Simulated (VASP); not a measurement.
# Sb (R-3m) in VASP: notebook

Sb is run at these levels: PBE+D3(BJ), PBEsol; tasks: relaxation of shape and atoms at fixed volume, single point.

Everything below comes from runs of VASP 6.6.1. Logs are shortened: lines on timing, memory, paths and dates and some standing lists are left out, and cuts for length are marked.

## 1. The cell of the first run

It takes space group R-3m (No. 166, trigonal). The conventional cell has a = 4.394 Å, b = 4.394 Å, c = 11.327 Å, α = 90.00°, β = 90.00°, γ = 120.00°. Within 3.9 Å of Sb (site symmetry 3m) lie 6 Sb at 2.97 to 3.38 Å.

## 2. Relaxation of shape and atoms at fixed volume, PBE+D3(BJ) (volume scaled by 1.06)

Input file INCAR:

```
SYSTEM = Sb
ALGO     = Normal         ! electronic algorithm
EDIFF    = 1E-6           ! SCF threshold, eV
EDIFFG   = -0.01          ! ionic threshold
ENCUT    = 600            ! plane-wave cutoff, eV
GGA      = PE             ! functional
IBRION   = 2              ! ionic algorithm
ISIF     = 4              ! what is computed and relaxed
ISMEAR   = 0              ! smearing method
IVDW     = 12             ! dispersion correction
LASPH    = .True.         ! aspherical terms in the spheres
LCHARG   = .False.        ! write CHGCAR
LREAL    = .False.        ! projectors in reciprocal space
LWAVE    = .False.        ! write WAVECAR
NELM     = 100            ! most SCF steps
NSW      = 50             ! ionic steps
PREC     = Accurate       ! precision mode
SIGMA    = 0.1            ! smearing width, eV
```

Input file KPOINTS:

```
k-points
0
Gamma
  12 12 12
  0 0 0
```

Input file POSCAR:

```
Sb
1.0
    2.1970409826      1.2684622027      3.7756607422
   -2.1970409826      1.2684622027      3.7756607422
    0.0000000000     -2.5369244054      3.7756607422
Sb
2
Direct
    0.2347477200      0.2347477200      0.2347477200
    0.7652522800      0.7652522800      0.7652522800
```

Potentials or basis: VASP PAW PBE potentials, release 64 (Sb).

On the command line:

```console
$ cat potpaw_PBE.64/Sb/POTCAR > POTCAR
$ mpirun -np 1 vasp_std > vasp.out
```

OUTCAR:

```text
SYSTEM = Sb
   EDIFF = 1E-6
   EDIFFG = -0.01
   ENCUT = 600
   GGA = PE
   IBRION = 2
   ISIF = 4
   ISMEAR = 0
   IVDW = 12
   LASPH = .True.
   LREAL = .False.
   NELM = 100
   NSW = 50
   PREC = Accurate
 IVDW          = 12

 ion  position               nearest neighbor table
   1  0.235  0.235  0.235-   2 2.97   2 2.97   2 2.97   2 3.38   2 3.38   2 3.38
   2  0.765  0.765  0.765-   1 2.97   1 2.97   1 2.97   1 3.38   1 3.38   1 3.38

  LATTYP: Found a trigonal (rhomboedric) cell.
 ALAT       =     4.5488019828
 COS(alpha) =     0.5334349011

  Lattice vectors:

 A1 = (   2.1970409826,   1.2684622027,   3.7756607422)
 A2 = (  -2.1970409826,   1.2684622027,   3.7756607422)
 A3 = (   0.0000000000,  -2.5369244054,   3.7756607422)

Analysis of symmetry for initial positions (statically):
=====================================================================
 Subroutine PRICEL returns:
 Original cell was already a primitive cell.

 Routine SETGRP: Setting up the symmetry group for a
 trigonal (rhombohedral) supercell.

 Subroutine GETGRP returns: Found 12 space group operations
 (whereof 12 operations were pure point group operations)
 out of a pool of 12 trial point group operations.

The static configuration has the point symmetry D_3d.

Analysis of symmetry for dynamics (positions and initial velocities):
=====================================================================
 Subroutine PRICEL returns:
 Original cell was already a primitive cell.

 Routine SETGRP: Setting up the symmetry group for a
 trigonal (rhombohedral) supercell.

 Subroutine GETGRP returns: Found 12 space group operations
 (whereof 12 operations were pure point group operations)
 out of a pool of 12 trial point group operations.

The dynamic configuration has the point symmetry D_3d.

 Subroutine INISYM returns: Found 12 space group operations
 (whereof 12 operations are pure point group operations),
 and found     1 'primitive' translations

----------------------------------------------------------------------------------------

                                     Primitive cell

  volume of cell :      63.1335

  direct lattice vectors                    reciprocal lattice vectors
     2.197040983  1.268462203  3.775660742     0.227578823  0.131392694  0.088284768
    -2.197040983  1.268462203  3.775660742    -0.227578823  0.131392694  0.088284768
     0.000000000 -2.536924405  3.775660742     0.000000000 -0.262785389  0.088284768

  length of vectors
     4.548801983  4.548801983  4.548801983     0.277218977  0.277218977  0.277218977

  position of ions in fractional coordinates (direct lattice)
     0.234747720  0.234747720  0.234747720
     0.765252280  0.765252280  0.765252280

  ion indices of the primitive-cell ions
   primitive index   ion index
                 1           1
                 2           2

----------------------------------------------------------------------------------------

 KPOINTS: k-points

Automatic generation of k-mesh.
 Grid dimensions read from file:
 generate k-points for:   12   12   12

 Generating k-lattice:

  Cartesian coordinates                     Fractional coordinates (reciprocal lattice)
     0.018964902  0.010949391  0.007357064     0.083333333 -0.000000000 -0.000000000
    -0.018964902  0.010949391  0.007357064    -0.000000000  0.083333333 -0.000000000
     0.000000000 -0.021898782  0.007357064    -0.000000000 -0.000000000  0.083333333

  Length of vectors
     0.023101581  0.023101581  0.023101581

  Shift w.r.t. Gamma in fractional coordinates (k-lattice)
     0.000000000  0.000000000  0.000000000

 Subroutine IBZKPT returns following result:
 ===========================================

 Found    189 irreducible k-points:

 Following reciprocal coordinates:
            Coordinates               Weight
  0.000000  0.000000  0.000000      1.000000
  0.083333  0.000000  0.000000      6.000000
  0.166667  0.000000  0.000000      6.000000
  0.250000 -0.000000  0.000000      6.000000
  0.333333 -0.000000  0.000000      6.000000
  0.416667 -0.000000  0.000000      6.000000
[... 16 lines left out ...]
  0.500000  0.166667  0.000000     12.000000
 -0.416667  0.166667 -0.000000     12.000000
 [... further k-points ...]
   k-points           NKPTS =    189   k-points in BZ     NKDIM =    189   number of bands    NBANDS=      9
   number of dos      NEDOS =    301   number of ions     NIONS =      2
   total plane-waves  NPLWV =  46656
   dimension x,y,z NGX =    36 NGY =   36 NGZ =   36
   dimension x,y,z NGXF=    72 NGYF=   72 NGZF=   72
   ions per type =               2
   NGX,Y,Z   is equivalent  to a cutoff of  13.16, 13.16, 13.16 a.u.
   NGXF,Y,Z  is equivalent  to a cutoff of  26.31, 26.31, 26.31 a.u.
 SYSTEM =  Sb
   PREC   = accura    normal or accurate (medium, high low for compatibility)
   ISTART =      0    job   : 0-new  1-cont  2-samecut
   ICHARG =      2    charge: 1-file 2-atom 10-const
   ISPIN  =      1    spin polarized calculation?
   LNONCOLLINEAR =      F non collinear calculations
   LSORBIT =      F    spin-orbit coupling
   LASPH  =      T    aspherical Exc in radial PAW
   ENCUT  =  600.0 eV  44.10 Ry    6.64 a.u.   9.09  9.09  9.09*2*pi/ulx,y,z
   NELM   =    100;   NELMIN=  2; NELMDL= -5     # of ELM steps
   EDIFF  = 0.1E-05   stopping-criterion for ELM
   LREAL  =      F    real-space projection
   EDIFFG = -.1E-01   stopping-criterion for IOM
   NSW    =     50    number of steps for IOM
   IBRION =      2    ionic relax: 0-MD 1-quasi-New 2-CG
   NFREE  =      1    steps in history (QN), initial steepest desc. (CG)
   ISIF   =      4    stress and relaxation
   ISYM   =      2    0-nonsym 1-usesym 2-fastsym
   POTIM  = 0.5000    time-step for ionic-motion
   TEBEG  =    0.0;   TEEND  =   0.0 temperature during run
   PSTRESS=    0.0 pullay stress
   NELECT =      10.0000    total number of electrons
   NUPDOWN=      -1.0000    fix difference up-down
   EMIN   =  10.00;   EMAX   =-10.00  energy-range for DOS
   EFERMI =   0.00;   METHOD = LEGACY
   ISMEAR =     0;   SIGMA  =   0.10  broadening in eV -4-tet -1-fermi 0-gaus
   EFERMI_NEDOS =   21; number of points for ismear=-14 and -15
   IALGO  =     38    algorithm
   IMIX   =      4    mixing-type and parameters
     AMIX     =   0.40;   BMIX     =  1.00
     AMIX_MAG =   1.60;   BMIX_MAG =  1.00
  volume/ion in A,a.u.               =      31.57       213.02
  Fermi-wavevector in a.u.,A,eV,Ry     =   0.885771  1.673865 10.675002  0.784591
  Thomas-Fermi vector in A             =   2.006849
   LORBIT       =      0    0 simple, 1 ext, 2 COOP (PROOUT), +10 PAW based schemes
   GGA     = PE    functional components
   LHFCALC =     F    Hartree Fock is set to
   AEXX    =    0.0000 exact exchange contribution
   IVDW    =    12    specifies the selected vdW correction
   LEPSILON=     F    determine dielectric tensor
   LRPA    =     F    only Hartree local field effects (RPA)
 conjugate gradient relaxation of ions
 non-spin polarized calculation
 Gauss-broadening in eV      SIGMA  =   0.10
  energy-cutoff  :      600.00
  volume of cell :       63.13
 maximum number of plane-waves:      2128
   NGX = 19   NGY = 19   NGZ = 19

--------------------------------------- Ionic step        1  -------------------------------------------

 number of electron      10.0000000 magnetization

 Free energy of the ion-electron system (eV)
  ---------------------------------------------------
  ext. energy  EPLUGINS =         0.00000000
  ---------------------------------------------------
  free energy    TOTEN  =        -8.27341882 eV

  energy without entropy =       -8.27278787  energy(sigma->0) =       -8.27310335

------------------------ aborting loop because EDIFF is reached ----------------------------------------

 Edisp (eV)   -0.90273

 E8    (eV) :    -0.4212

  FORCE on cell =-STRESS in cart. coord.  units (eV):
  Direction    XX          YY          ZZ          XY          YZ          ZX
  --------------------------------------------------------------------------------------
  -------------------------------------------------------------------------------------
  Total      -1.06549    -1.06549    -0.92857     0.00000     0.00000     0.00000
  in kB     -27.03947   -27.03947   -23.56497     0.00000     0.00000     0.00000
  external pressure =      -25.88 kB  Pullay stress =        0.00 kB
[... 141 lines left out ...]
  energy  without entropy=       -9.1773378563  energy(sigma->0) =       -9.17763786

--------------------------------------- Ionic step        5  -------------------------------------------

 number of electron      10.0000000 magnetization

 Free energy of the ion-electron system (eV)
  ---------------------------------------------------
  ext. energy  EPLUGINS =         0.00000000
  ---------------------------------------------------
  free energy    TOTEN  =        -8.27535703 eV

  energy without entropy =       -8.27474437  energy(sigma->0) =       -8.27505070

 E-fermi :   6.6877     XC(G=0):  -9.3417

 val. band max:        6.6084234166   @ k =   0.4167   0.0833   0.0833
 cond. band min:       6.7057726072   @ k =   0.3333   0.1667   0.1667
 fundamental gap:      0.0973491906
 Fermi energy:         6.6876996337

 k-point     1 :       0.0000    0.0000    0.0000
  band No.  band energies     occupation
      1      -5.6421      2.00000
      2       1.7215      2.00000
      3       4.8039      2.00000
      4       5.0149      2.00000
      5       5.0149      2.00000
      6       8.7808      0.00000
      7       9.3627      0.00000
      8       9.3627      0.00000
      9      11.8513      0.00000
[... 265 lines left out ...]
 k-point    24 :      -0.4167    0.1667   -0.0000
  band No.  band energies     occupation
      1      -3.2589      2.00000
      2      -2.5576      2.00000
      3       3.1933      2.00000
      4       4.6003      2.00000
      5       5.1151      2.00000
      6       7.6836      0.00000
      7       7.9504      0.00000
      8       9.7060      0.00000
      9      13.2308      0.00000

 [... further k-points ...]

------------------------ aborting loop because EDIFF is reached ----------------------------------------

 Edisp (eV)   -0.90265

 E8    (eV) :    -0.4211

  FORCE on cell =-STRESS in cart. coord.  units (eV):
  Direction    XX          YY          ZZ          XY          YZ          ZX
  --------------------------------------------------------------------------------------
  -------------------------------------------------------------------------------------
  Total      -0.87273    -0.87273    -0.85348     0.00000     0.00000     0.00000
  in kB     -22.14783   -22.14783   -21.65925     0.00000     0.00000     0.00000
  external pressure =      -21.98 kB  Pullay stress =        0.00 kB
[... 17 lines left out ...]
  FREE ENERGIE OF THE ION-ELECTRON SYSTEM (eV)
  ---------------------------------------------------
  free  energy   TOTEN  =        -9.1780090419 eV

  energy  without entropy=       -9.1773963841  energy(sigma->0) =       -9.17770271

 reached required accuracy - stopping structural energy minimisation
```

Run time: 3.6 min. Hardware: 1 thread of Intel Xeon Platinum 8488C (Sapphire Rapids), shared host; peak memory 0.3 GiB.

What came out:

```yaml
Free_energy: -9.1780 eV
Energy_gained_by_relaxing: 0.9 meV/atom
Ionic_steps: 5
Pressure_after_relaxing: -2.2 GPa
Largest_force_after_relaxing: 0.005 eV/Å
Band_gap_on_the_k_mesh: zero (band 5 reaches 6.71 eV, above the bottom of band 6 at 6.51 eV)
Dispersion_energy_per_atom: -0.451 eV
```

Forces on the atoms (eV/Å):
```
Sb   0.000  0.000  0.005
Sb   0.000  0.000 -0.005
```

The path:
```csv
step,energy change (eV),largest force (eV/Å),pressure (GPa),volume (Å³)
1,0.0000,0.0936,-2.59,63.13
2,-0.0010,0.0597,-2.47,63.13
3,-0.0018,0.0017,-2.26,63.13
4,-0.0018,0.0147,-2.20,63.13
5,-0.0019,0.0048,-2.20,63.13
```

Final structure:
```
CELL_PARAMETERS angstrom
2.18802 1.26326 3.80685
-2.18802 1.26326 3.80685
0.00000 -2.52651 3.80685
ATOMIC_POSITIONS crystal
Sb 0.23359 0.23359 0.23359
Sb 0.76641 0.76641 0.76641
```

Levels at points of the mesh, in eV from the Fermi level:
```tsv
k point	band 2	band 3	band 4	band 5	band 6	band 7	band 8	band 9
(0.00, 0.00, 0.00)	-4.97	-1.88	-1.67	-1.67	2.09	2.68	2.68	5.16
(0.50, 0.00, 0.00)	-9.39	-1.79	-1.67	-0.22	-0.17	0.27	0.59	7.59
(0.50, 0.50, 0.00)	-7.89	-5.13	-3.49	-3.43	1.71	4.77	5.36	6.61
(0.50, 0.50, 0.50)	-8.73	-1.20	-1.20	-0.51	0.22	0.22	1.08	6.98
```

Caveat: the cell differs from its parent crystal (volume scaled by 1.06); spin-orbit coupling is left out, which moves the levels of the heavy elements; pairwise dispersion overbinds metals, which lowers pressure and volume.

(Part 1 of 2 ends here.)
